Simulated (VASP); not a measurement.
# Ge (Fd-3m) in VASP: settings compared

Aim: see how the results for Ge move with the level of theory and the settings. Levels: r2SCAN, PBE-based global hybrid. Tasks: single point.

All numbers are computed with VASP 6.6.1; they aren't measurements. Logs are shortened: lines on timing, memory, paths and dates and some standing lists are left out, and cuts for length are marked.

**Measured values to compare with.**

“Electronic and optical properties of SixGe1-x-ySny alloys lattice-matched to Ge”, 2021, arxiv:2109.02782 reports, for a bulk crystal of Ge at 293 K: band gap 0.666 eV (indirect).

The runs below are set against these values where they give the same quantity.

## 1. The cell of the first run

The structure is cubic, space group Fd-3m (No. 227). The conventional cell has a = 5.581 Å, b = 5.581 Å, c = 5.581 Å, α = 90.00°, β = 90.00°, γ = 90.00°. Within 3.2 Å of Ge (site symmetry -43m) lie 4 Ge at 2.42 Å.

## 2. Single point, r2SCAN, non-collinear spin, zero start, spin-orbit coupling

Input file POSCAR:

```
Ge
1.0
    0.0000000000      2.7906767997      2.7906767997
    2.7906767997      0.0000000000      2.7906767997
    2.7906767997      2.7906767997      0.0000000000
Ge
2
Direct
    0.7500000000      0.7500000000      0.7500000000
    0.5000000000      0.5000000000      0.5000000000
```

Input file INCAR.step1:

```
SYSTEM = Ge
  ALGO = Normal
  EDIFF = 1E-4
  ENCUT = 520
  GGA = PE
  GGA_COMPAT = .FALSE.
  ISMEAR = -1
  LASPH = .TRUE.
  LCHARG = .FALSE.
  LNONCOLLINEAR = .TRUE.
  LREAL = .FALSE.
  LSORBIT = .TRUE.
  LWAVE = .TRUE.
  MAGMOM = 0 0 0 0 0 0
  NBANDS = 40
  NELM = 150
  PREC = Accurate
  SIGMA = 0.05
```

Input file INCAR.step2:

```
SYSTEM = Ge
  ALGO = Normal
  EDIFF = 1E-6
  ENCUT = 520
  GGA_COMPAT = .FALSE.
  ISIF = 2
  ISMEAR = -1
  ISTART = 1
  LASPH = .TRUE.
  LCHARG = .TRUE.
  LMIXTAU = .TRUE.
  LNONCOLLINEAR = .TRUE.
  LORBIT = 11
  LORBMOM = .TRUE.
  LREAL = .FALSE.
  LSORBIT = .TRUE.
  LVHAR = .TRUE.
  LWAVE = .FALSE.
  MAGMOM = 0 0 0 0 0 0
  METAGGA = R2SCAN
  NBANDS = 40
  NELM = 150
  PREC = Accurate
  SIGMA = 0.05
```

Input file KPOINTS:

```
k-points
0
G
  8 8 8
  0 0 0
```

Potentials or basis: VASP PAW PBE potentials, release 64 (Ge_d).

Run with:

```sh
$ cat potpaw_PBE.64/Ge_d/POTCAR > POTCAR
$ cp INCAR.step1 INCAR
$ mpirun -np 1 vasp_ncl > vasp.out
$ cp INCAR.step2 INCAR
$ mpirun -np 1 vasp_ncl > vasp.out
```

OUTCAR:

```text
SYSTEM = Ge
   EDIFF = 1E-6
   ENCUT = 520
   ISIF = 2
   ISMEAR = -1
   ISTART = 1
   LASPH = .TRUE.
   LNONCOLLINEAR = .TRUE.
   LORBIT = 11
   LREAL = .FALSE.
   LSORBIT = .TRUE.
   METAGGA = R2SCAN
   NELM = 150
   PREC = Accurate

 ion  position               nearest neighbor table
   1  0.750  0.750  0.750-   2 2.42   2 2.42   2 2.42   2 2.42
   2  0.500  0.500  0.500-   1 2.42   1 2.42   1 2.42   1 2.42

  LATTYP: Found a face centered cubic cell.
 ALAT       =     5.5813535994

  Lattice vectors:

 A1 = (   0.0000000000,   2.7906767997,   2.7906767997)
 A2 = (   2.7906767997,   0.0000000000,   2.7906767997)
 A3 = (   2.7906767997,   2.7906767997,   0.0000000000)

Analysis of symmetry for initial positions (statically):
=====================================================================
 Subroutine PRICEL returns:
 Original cell was already a primitive cell.

 Routine SETGRP: Setting up the symmetry group for a
 face centered cubic supercell.

 Subroutine GETGRP returns: Found 48 space group operations
 (whereof 24 operations were pure point group operations)
 out of a pool of 48 trial point group operations.

The static configuration has the point symmetry T_d .
 The point group associated with its full space group is O_h .

Analysis of symmetry for dynamics (positions and initial velocities):
=====================================================================
 Subroutine PRICEL returns:
 Original cell was already a primitive cell.

 Routine SETGRP: Setting up the symmetry group for a
 face centered cubic supercell.

 Subroutine GETGRP returns: Found 48 space group operations
 (whereof 24 operations were pure point group operations)
 out of a pool of 48 trial point group operations.

The dynamic configuration has the point symmetry T_d .
 The point group associated with its full space group is O_h .

Analysis of structural, dynamic, and magnetic symmetry:
=====================================================================
 Subroutine PRICEL returns:
 Original cell was already a primitive cell.

 Routine SETGRP: Setting up the symmetry group for a
 face centered cubic supercell.

 Subroutine GETGRP returns: Found 48 space group operations
 (whereof 24 operations were pure point group operations)
 out of a pool of 48 trial point group operations.

The overall configuration has the point symmetry T_d .
 The point group associated with its full space group is O_h .

 Subroutine INISYM returns: Found 48 space group operations
 (whereof 24 operations are pure point group operations),
 and found     1 'primitive' translations

----------------------------------------------------------------------------------------

                                     Primitive cell

  volume of cell :      43.4669

  direct lattice vectors                    reciprocal lattice vectors
     0.000000000  2.790676800  2.790676800    -0.179168007  0.179168007  0.179168007
     2.790676800  0.000000000  2.790676800     0.179168007 -0.179168007  0.179168007
     2.790676800  2.790676800  0.000000000     0.179168007  0.179168007 -0.179168007

  length of vectors
     3.946612978  3.946612978  3.946612978     0.310328091  0.310328091  0.310328091

  position of ions in fractional coordinates (direct lattice)
     0.750000000  0.750000000  0.750000000
     0.500000000  0.500000000  0.500000000

  ion indices of the primitive-cell ions
   primitive index   ion index
                 1           1
                 2           2

----------------------------------------------------------------------------------------

 KPOINTS: k-points

Automatic generation of k-mesh.
 Grid dimensions read from file:
 generate k-points for:    8    8    8

 Generating k-lattice:

  Cartesian coordinates                     Fractional coordinates (reciprocal lattice)
    -0.022396001  0.022396001  0.022396001     0.125000000  0.000000000  0.000000000
     0.022396001 -0.022396001  0.022396001     0.000000000  0.125000000  0.000000000
     0.022396001  0.022396001 -0.022396001     0.000000000  0.000000000  0.125000000

  Length of vectors
     0.038791011  0.038791011  0.038791011

  Shift w.r.t. Gamma in fractional coordinates (k-lattice)
     0.000000000  0.000000000  0.000000000

 Subroutine IBZKPT returns following result:
 ===========================================

 Found     29 irreducible k-points:

 Following reciprocal coordinates:
            Coordinates               Weight
  0.000000  0.000000  0.000000      1.000000
  0.125000  0.000000  0.000000      8.000000
  0.250000  0.000000  0.000000      8.000000
  0.375000  0.000000  0.000000      8.000000
  0.500000  0.000000  0.000000      4.000000
  0.125000  0.125000  0.000000      6.000000
[... 16 lines left out ...]
  0.500000  0.250000  0.125000     48.000000
[... 36 lines left out ...]
   EFERMI_NEDOS =   21; number of points for ismear=-14 and -15
   IALGO  =     38    algorithm
   IMIX   =      4    mixing-type and parameters
     AMIX     =   0.40;   BMIX     =  1.00
     AMIX_MAG =   1.60;   BMIX_MAG =  1.00
  volume/ion in A,a.u.               =      21.73       146.66
  Fermi-wavevector in a.u.,A,eV,Ry     =   1.413865  2.671818 27.198243  1.999014
  Thomas-Fermi vector in A             =   2.535467
   LORBIT       =     11    0 simple, 1 ext, 2 COOP (PROOUT), +10 PAW based schemes
   METAGGA = R2SCAN    functional components
   LHFCALC =     F    Hartree Fock is set to
   AEXX    =    0.0000 exact exchange contribution
   IVDW    =     0    specifies the selected vdW correction
   LEPSILON=     F    determine dielectric tensor
   LRPA    =     F    only Hartree local field effects (RPA)
  energy-cutoff  :      520.00
  volume of cell :       43.47
 maximum number of plane-waves:      2422
 NGX is ok and might be reduce to    30
   NGX = 15   NGY = 15   NGZ = 15

 number of electron      28.0000021 magnetization      -0.0000000      0.0000000      0.0000000

 number of electron      28.0000021 magnetization      -0.0000000     -0.0000000      0.0000000

 number of electron      28.0000021 magnetization       0.0000000      0.0000000      0.0000000

 Free energy of the ion-electron system (eV)
  ---------------------------------------------------
  ext. energy  EPLUGINS =         0.00000000
  ---------------------------------------------------
  free energy    TOTEN  =       -27.72555501 eV

  energy without entropy =      -27.72549625  energy(sigma->0) =      -27.72552563

 E-fermi :   5.5309     XC(G=0): -11.0332

 val. band max:        5.3113913169   @ k =   0.0000   0.0000   0.0000
 cond. band min:       5.7955808841   @ k =   0.5000   0.0000   0.0000
 fundamental gap:      0.4841895672
 Fermi energy:         5.5309253892

 k-point     1 :       0.0000    0.0000    0.0000
  band No.  band energies     occupation
      1     -20.6051      1.00000
      2     -20.6051      1.00000
      3     -20.6050      1.00000
      4     -20.6050      1.00000
      5     -20.5335      1.00000
      6     -20.5335      1.00000
[... 1021 lines left out ...]
     39      16.9804      0.00000
     40      16.9804      0.00000

 [... further k-points ...]

------------------------ aborting loop because EDIFF is reached ----------------------------------------

  FORCE on cell =-STRESS in cart. coord.  units (eV):
  Direction    XX          YY          ZZ          XY          YZ          ZX
  --------------------------------------------------------------------------------------
  -------------------------------------------------------------------------------------
  Total        1.0929459      1.0929459      1.0929459      0.0000000      0.0000000     -0.0000000
  in kB       40.2856724     40.2856724     40.2856724      0.0000000      0.0000000     -0.0000000
  external PRESSURE =      40.2856724 kB  Pullay stress =       0.0000000 kB

 VOLUME and BASIS-vectors are now :
 -----------------------------------------------------------------------------
  energy-cutoff  :      520.00
  volume of cell :       43.47
      direct lattice vectors                 reciprocal lattice vectors
     0.000000000  2.790676800  2.790676800    -0.179168007  0.179168007  0.179168007
     2.790676800  0.000000000  2.790676800     0.179168007 -0.179168007  0.179168007
     2.790676800  2.790676800  0.000000000     0.179168007  0.179168007 -0.179168007

 POSITION                                       TOTAL-FORCE (eV/Angst)
 -----------------------------------------------------------------------------------
      4.18602      4.18602      4.18602        -0.000000     -0.000000     -0.000000
      2.79068      2.79068      2.79068         0.000000      0.000000      0.000000
 -----------------------------------------------------------------------------------
    total drift:                                0.000000      0.000000      0.000000

  FREE ENERGIE OF THE ION-ELECTRON SYSTEM (eV)
  ---------------------------------------------------
  free  energy   TOTEN  =       -27.7255550062 eV

  energy  without entropy=      -27.7254962531  energy(sigma->0) =      -27.72552563

 orbital moment (x)

 # of ion     p       d       tot
 ----------------------------------------
  1         0.000   0.000   0.000
  2         0.000   0.000   0.000
 ----------------------------------------
            0.000   0.000   0.000

 orbital moment (y)

 # of ion     p       d       tot
 ----------------------------------------
  1         0.000  -0.000   0.000
  2        -0.000  -0.000  -0.000
 ----------------------------------------
            0.000  -0.000  -0.000

 orbital moment (z)

 # of ion     p       d       tot
 ----------------------------------------
  1        -0.000   0.000  -0.000
  2        -0.000   0.000  -0.000
 ----------------------------------------
           -0.000   0.000  -0.000

 Spin-Orbit-Coupling matrix elements

 Ion:    1  E_soc:     -0.0174134
 l=   1
     0.0000000    -0.0019748    -0.0019748
    -0.0019748     0.0000000    -0.0019748
    -0.0019748    -0.0019748     0.0000000
 l=   2
     0.0000000    -0.0001863     0.0000000    -0.0001863    -0.0007411
    -0.0001863     0.0000000    -0.0005559    -0.0001863    -0.0001853
     0.0000000    -0.0005559     0.0000000    -0.0005559     0.0000000
    -0.0001863    -0.0001863    -0.0005559     0.0000000    -0.0001853
    -0.0007411    -0.0001853     0.0000000    -0.0001853     0.0000000
 l=   3
     0.0000000     0.0000000     0.0000000     0.0000000     0.0000000     0.0000000     0.0000000
     0.0000000     0.0000000     0.0000000     0.0000000     0.0000000     0.0000000     0.0000000
     0.0000000     0.0000000     0.0000000     0.0000000     0.0000000     0.0000000     0.0000000
     0.0000000     0.0000000     0.0000000     0.0000000     0.0000000     0.0000000     0.0000000
     0.0000000     0.0000000     0.0000000     0.0000000     0.0000000     0.0000000     0.0000000
     0.0000000     0.0000000     0.0000000     0.0000000     0.0000000     0.0000000     0.0000000
     0.0000000     0.0000000     0.0000000     0.0000000     0.0000000     0.0000000     0.0000000

 Ion:    2  E_soc:     -0.0174134
 l=   1
     0.0000000    -0.0019748    -0.0019748
    -0.0019748     0.0000000    -0.0019748
    -0.0019748    -0.0019748     0.0000000
 l=   2
     0.0000000    -0.0001863     0.0000000    -0.0001863    -0.0007411
    -0.0001863     0.0000000    -0.0005559    -0.0001863    -0.0001853
     0.0000000    -0.0005559     0.0000000    -0.0005559     0.0000000
    -0.0001863    -0.0001863    -0.0005559     0.0000000    -0.0001853
    -0.0007411    -0.0001853     0.0000000    -0.0001853     0.0000000
 l=   3
     0.0000000     0.0000000     0.0000000     0.0000000     0.0000000     0.0000000     0.0000000
     0.0000000     0.0000000     0.0000000     0.0000000     0.0000000     0.0000000     0.0000000
     0.0000000     0.0000000     0.0000000     0.0000000     0.0000000     0.0000000     0.0000000
     0.0000000     0.0000000     0.0000000     0.0000000     0.0000000     0.0000000     0.0000000
     0.0000000     0.0000000     0.0000000     0.0000000     0.0000000     0.0000000     0.0000000
     0.0000000     0.0000000     0.0000000     0.0000000     0.0000000     0.0000000     0.0000000
     0.0000000     0.0000000     0.0000000     0.0000000     0.0000000     0.0000000     0.0000000

 total charge

# of ion       s       p       d       tot
------------------------------------------
    1        1.100   1.338  10.030  12.468
    2        1.100   1.338  10.030  12.468
--------------------------------------------------
tot          2.199   2.677  20.060  24.936

 magnetization (x)

# of ion       s       p       d       tot
------------------------------------------
    1        0.000  -0.000  -0.000  -0.000
    2       -0.000  -0.000  -0.000  -0.000
--------------------------------------------------
tot          0.000  -0.000  -0.000  -0.000

 magnetization (y)

# of ion       s       p       d       tot
------------------------------------------
    1        0.000   0.000  -0.000   0.000
    2        0.000   0.000  -0.000   0.000
--------------------------------------------------
tot          0.000   0.000  -0.000   0.000

 magnetization (z)

# of ion       s       p       d       tot
------------------------------------------
    1       -0.000  -0.000  -0.000  -0.000
    2        0.000  -0.000  -0.000  -0.000
--------------------------------------------------
tot          0.000  -0.000  -0.000  -0.000
```

Wall time 6.1 min (1 thread of Intel Xeon 6975P-C (Granite Rapids), shared host); peak memory 0.36 GiB.

What came out:

| Property | Result |
| --- | --- |
| Free energy | -27.7256 eV |
| Pressure | 4.0 GPa |
| Net moment | 0.00 μB per cell |
| Valence electrons inside the program's atomic spheres | Ge 12.47 |

Moments on the atoms (μB; x, y, z):
```
Ge  0.00 0.00 0.00
Ge  0.00 0.00 0.00
```

Caveat: the PAW data sets were made with another functional, which shifts forces and pressure a little.

## 3. Single point, PBE-based global hybrid

This run uses another cell than the first one, of 22.64 Å³/atom, 1.042 times its volume.

Input file POSCAR:

```
Ge
1.0
    0.0000000000      2.8289100000      2.8289100000
    2.8289100000      0.0000000000      2.8289100000
    2.8289100000      2.8289100000      0.0000000000
Ge
2
Direct
    0.7500000000      0.7500000000      0.7500000000
    0.5000000000      0.5000000000      0.5000000000
```

Input file INCAR.step1:

```
SYSTEM = Ge
PREC = Accurate
ENCUT = 520
EDIFF = 1E-5
ISMEAR = -1
SIGMA = 0.05
LREAL = .False.
LASPH = .True.
NELM = 60
ALGO = Normal
ISIF = 2
LWAVE = .True.
LCHARG = .False.
NBANDS = 21
GGA = PE
```

Input file INCAR.step2:

```
SYSTEM = Ge
PREC = Accurate
ENCUT = 520
EDIFF = 1E-6
ISMEAR = -1
SIGMA = 0.05
LREAL = .False.
LASPH = .True.
NELM = 60
ALGO = Normal
ISIF = 2
LWAVE = .False.
LCHARG = .False.
GGA = PE
LHFCALC = .True.
AEXX = 0.35
PRECFOCK = Normal
NBANDS = 21
ISTART = 1
```

Input file KPOINTS:

```
regular mesh
0
Gamma
  5 5 5
  0 0 0
```

Potentials or basis: VASP PAW PBE potentials, release 64 (Ge_d).

Run with:

```sh
$ cat potpaw_PBE.64/Ge_d/POTCAR > POTCAR
$ cp INCAR.step1 INCAR
$ mpirun -np 1 vasp_std > vasp.out
$ cp INCAR.step2 INCAR
$ mpirun -np 1 vasp_std > vasp.out
```

It took 52 min on 1 thread of AMD EPYC 7R43 (Zen 3), shared host; peak memory 0.14 GiB.

The run converged. Its results:

```
Free energy            : -12.7558 eV
Pressure               : -0.3 GPa
Band gap on the k mesh : 2.15 eV, indirect (least direct gap 2.23 eV)
```

Levels at points of the mesh, in eV from the valence-band top:
| k point | band 12 | band 13 | band 14 | band 15 | band 16 | band 17 |
| --- | --- | --- | --- | --- | --- | --- |
| (0.00, 0.00, 0.00) | 0.00 | 0.00 | 0.00 | 2.23 | 4.49 | 4.49 |

Caveat: the PAW data sets were made with another functional, which shifts forces and pressure a little.

## 4. Comparison with measurements

Step 3. Against the measured gap of Ge, 0.666 eV (indirect; 293 K; “Electronic and optical properties of SixGe1-x-ySny alloys lattice-matched to Ge”, 2021, arxiv:2109.02782), the calculated 2.15 eV is off by +1.49 eV. So large a miss can be the level of theory's own, or it may mean another phase, state or a wrong row. 2 values of this kind are on record (0.666 to 0.744 eV); this one was drawn at random. Spin-orbit coupling on Ge is left out. The value is that of PBE-based global hybrid on a finite k mesh, which can miss the band edges, without temperature or zero-point motion.
